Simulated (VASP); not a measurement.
# F (Im-3m) in VASP: further runs, part 2 of 2

VASP 6.6.1.

**3. Single point, LDA**

INCAR

```
SYSTEM = F
ALGO = Normal ; EDIFF = 1E-6
ENCUT = 600 ; GGA_COMPAT = .False.
ISIF = 2 ; ISMEAR = -1
LASPH = .True. ; LCHARG = .False.
LREAL = .False. ; LWAVE = .False.
NBANDS = 10 ; NELM = 120
PREC = Accurate ; SIGMA = 0.05
```

KPOINTS

```
k-points
0
Gamma
  20 20 20
  0 0 0
```

POSCAR

```
F
1.0
   -1.1860540803      1.1860540803      1.1860540803
    1.1860540803     -1.1860540803      1.1860540803
    1.1860540803      1.1860540803     -1.1860540803
F
1
Direct
    0.0000000000      0.0000000000      0.0000000000
```

Potentials or basis: VASP PAW LDA potentials, release 64 (F).

Launch:

```
$ cat potpaw_LDA.64/F/POTCAR > POTCAR
$ mpirun -np 1 vasp_std > vasp.out
```

It took 11 s on 1 thread of Intel Xeon 8259CL, shared host; peak memory 0.12 GiB.

It converged, with:

- Free energy: -1.1561 eV
- Pressure: 42.5 GPa

Levels at points of the mesh, in eV from the Fermi level:
```csv
k point,band 2,band 3,band 4,band 5,band 6,band 7
"(0.00, 0.00, 0.00)",0.87,0.87,0.87,18.30,41.70,41.70
"(0.50, 0.00, 0.00)",-7.44,-1.05,0.55,22.06,27.64,31.32
"(0.50, 0.50, 0.50)",-3.74,-3.74,-3.74,20.34,20.34,39.10
```

Caveat: an odd number of electrons without spin polarisation forces a metal; a magnetic or distorted state may lie lower.

**4. Relaxation of cell and atoms, LDA, target pressure 43 GPa, at which the enthalpy is minimised**

This run uses another cell than the first one, of 6.66 Å³/atom, 0.998 times its volume.

INCAR

```
SYSTEM = F
PREC = Accurate ; ENCUT = 600
EDIFF = 1E-7 ; ISMEAR = -1
SIGMA = 0.05 ; LREAL = .False.
LASPH = .True. ; NELM = 120
ALGO = Normal ; ISIF = 3
LWAVE = .False. ; LCHARG = .False.
GGA = CA ; IBRION = 2
NSW = 60 ; EDIFFG = -0.005
PSTRESS = 430.0 ; GGA_COMPAT = .False.
NELMIN = 4
```

KPOINTS

```
regular mesh
0
Gamma
  20 20 20
  0 0 0
```

POSCAR

```
F
1.0
   -1.1852503098      1.1852503098      1.1852503098
    1.1852503098     -1.1852503098      1.1852503098
    1.1852503098      1.1852503098     -1.1852503098
F
1
Direct
    0.0000000000      0.0000000000      0.0000000000
```

Potentials or basis: VASP PAW LDA potentials, release 64 (F).

Launch:

```
$ cat potpaw_LDA.64/F/POTCAR > POTCAR
$ mpirun -np 1 vasp_std > vasp.out
```

OUTCAR:

```text
SYSTEM = F
   PREC = Accurate
   ENCUT = 600
   EDIFF = 1E-7
   ISMEAR = -1
   LREAL = .False.
   LASPH = .True.
   NELM = 120
   ISIF = 3
   GGA = CA
   IBRION = 2
   NSW = 60
   EDIFFG = -0.005
   PSTRESS = 430.0
   NELMIN = 4

 ion  position               nearest neighbor table
   1  0.000  0.000  0.000-

  LATTYP: Found a body centered cubic cell.
 ALAT       =     2.3705006196

  Lattice vectors:

 A1 = (  -1.1852503098,   1.1852503098,   1.1852503098)
[... 416 lines left out ...]
      3       0.3964      2.00000
      4       1.5040      0.00038
      5      23.4168      0.00000
      6      29.8439      0.00000
      7      33.4740      0.00000

 [... further k-points ...]
[... 5 lines left out ...]
  --------------------------------------------------------------------------------------
  -------------------------------------------------------------------------------------
  Total        1.7915231      1.7915231      1.7915231     -0.0000000     -0.0000000     -0.0000000
  in kB      430.9657734    430.9657734    430.9657734     -0.0000000     -0.0000000     -0.0000000
  external PRESSURE =       0.9657734 kB  Pullay stress =     430.0000000 kB

 VOLUME and BASIS-vectors are now :
 -----------------------------------------------------------------------------
  energy-cutoff  :      600.00
  volume of cell :        6.66
      direct lattice vectors                 reciprocal lattice vectors
    -1.185250310  1.185250310  1.185250310     0.000000000  0.421851820  0.421851820
     1.185250310 -1.185250310  1.185250310     0.421851820  0.000000000  0.421851820
     1.185250310  1.185250310 -1.185250310     0.421851820  0.421851820  0.000000000

 POSITION                                       TOTAL-FORCE (eV/Angst)
 -----------------------------------------------------------------------------------
      0.00000      0.00000      0.00000        -0.000000     -0.000000     -0.000000
 -----------------------------------------------------------------------------------
    total drift:                                0.000000     -0.000000     -0.000000

  FREE ENERGIE OF THE ION-ELECTRON SYSTEM (eV)
  ---------------------------------------------------
  free  energy   TOTEN  =        -1.1524413532 eV

  energy  without entropy=       -1.1380654954  energy(sigma->0) =       -1.14525342

  enthalpy is  TOTEN    =         0.6350670702 eV   P V=        1.7875084234

 reached required accuracy - stopping structural energy minimisation
```

OSZICAR:

```text
N       E                     dE             d eps       ncg     rms          rms(c)
DAV:   1     0.999320740811E+01    0.99932E+01   -0.45478E+03  4032   0.103E+03
DAV:   2    -0.113495922921E+01   -0.11128E+02   -0.10851E+02  4102   0.128E+02
DAV:   3    -0.115687097881E+01   -0.21912E-01   -0.21885E-01  4284   0.697E+00
DAV:   4    -0.115688284201E+01   -0.11863E-04   -0.11863E-04  4277   0.156E-01
DAV:   5    -0.115688285375E+01   -0.11740E-07   -0.11741E-07  4256   0.404E-03    0.571E-01
DAV:   6    -0.115260657683E+01    0.42763E-02   -0.12991E-02  3752   0.125E+00    0.221E-01
DAV:   7    -0.115240880728E+01    0.19777E-03   -0.19775E-03  3696   0.488E-01    0.792E-02
DAV:   8    -0.115244127353E+01   -0.32466E-04   -0.18760E-05  3822   0.595E-02    0.287E-03
DAV:   9    -0.115244135319E+01   -0.79665E-07   -0.57782E-08  4060   0.378E-03
   1 F= 0.63506707E+00 E0= 0.64225500E+00  d E =0.635067E+00
```

CONTCAR:

```text
F
   1.00000000000000
    -1.1852503098000000    1.1852503098000000    1.1852503098000000
     1.1852503098000000   -1.1852503098000000    1.1852503098000000
     1.1852503098000000    1.1852503098000000   -1.1852503098000000
  F
     1
Direct
     0.0000000000000000    0.0000000000000000    0.0000000000000000

  0.00000000E+00  0.00000000E+00  0.00000000E+00
```

Run time: 7.8 s. Hardware: 1 thread of Intel Xeon 8259CL, shared host; peak memory 0.12 GiB.

What came out:

```
Free energy             : -1.1524 eV
Pressure after relaxing : 43.1 GPa
```

Final structure:
```
F
1.0
    -1.18525    1.18525    1.18525
     1.18525   -1.18525    1.18525
     1.18525    1.18525   -1.18525
F
1
Direct
  0.00000 0.00000 0.00000
```

Caveat: the relaxation stopped at its first step, so nothing moved; the cell is relaxed towards a set pressure, so the enthalpy falls and the energy may rise; an odd number of electrons without spin polarisation forces a metal; a magnetic or distorted state may lie lower.
